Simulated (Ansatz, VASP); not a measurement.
# Al2O3: VASP beside Ansatz

Contents of INCAR:

```
SYSTEM = Al2O3
PREC = Accurate ; ENCUT = 520
EDIFF = 1E-6 ; ISMEAR = -1
SIGMA = 0.05 ; LREAL = .FALSE.
LASPH = .TRUE. ; NELM = 60
ALGO = Normal ; ISIF = 2
LWAVE = .FALSE. ; LCHARG = .FALSE.
GGA = PS ; NBANDS = 20
```

KPOINTS

```
regular mesh
0
G
  11 11 3
  0 0 0
```

POSCAR

```
Al2O3
1.0
    2.8843249483      0.0000000000      0.0000000000
   -1.4421624742      2.4978986780      0.0000000000
    0.0000000000      0.0000000000      9.3367544600
Al O
2 3
Direct
    0.0000000000      0.0000000000      0.8500076700
    0.0000000000      0.0000000000      0.1499923300
    0.3333333333      0.6666666667      0.7776830800
    0.6666666667      0.3333333333      0.0000000000
    0.3333333333      0.6666666667      0.2223169200
```

The input input.yaml:

```yaml
crystal:
  lattice:
    - [2.8843249483, 0.0, 0.0]
    - [-1.4421624742, 2.497898678, 0.0]
    - [0.0, 0.0, 9.33675446]
  atoms:
    - { symbol: Al, position: [0.0, 0.0, 0.85000767] }
    - { symbol: Al, position: [0.0, 0.0, 0.14999233] }
    - { symbol: O, position: [0.3333333333, 0.6666666667, 0.77768308] }
    - { symbol: O, position: [0.6666666667, 0.3333333333, 0.0] }
    - { symbol: O, position: [0.3333333333, 0.6666666667, 0.22231692] }
kpoints:
  mp_grid: { grid: [11, 11, 3] }
scf:
  occupations: { method: fermi_dirac, width: 0.05 }
hamiltonian:
  xc: pbesol
  pseudopotentials: { kind: all_electron, lapw: { basis_error: 0.001 } }
output:
  forces: true
  stress: true
  eigenvalues: true
```

Alike in both runs: task single point; functional PBEsol; k mesh 11 × 11 × 3; occupations fermi-dirac, width 0.05 eV; no spin polarisation.

```csv
,VASP,Ansatz
version,VASP 6.6.1,Ansatz 0.2.0
potentials or method,"VASP PAW PBE potentials, release 64 (Al, O), cutoff 520 eV","all-electron LAPW, scalar-relativistic"
```

Ansatz gave:

* gap on the k mesh at the Fermi level (eV): 4.77
* least direct gap on the mesh (eV): 5.01
* pressure (GPa): -2.9
* traceless stress, the component that is largest in VASP (GPa): 0.84
* rms of the force components (eV/Å): 0.065

Problem. Estimate VASP's values.

Solution. gap on the k mesh at the Fermi level (eV): 4.74; least direct gap on the mesh (eV): 4.98; pressure (GPa): -2.8; traceless stress, the component that is largest in VASP (GPa): 0.58; rms of the force components (eV/Å): 0.061.

VASP's potentials were made for PBE, not for PBEsol. Atom by atom the forces differ by 0.023 eV/Å (rms over components). Ansatz ran all-electron here, and VASP with PAW potentials.
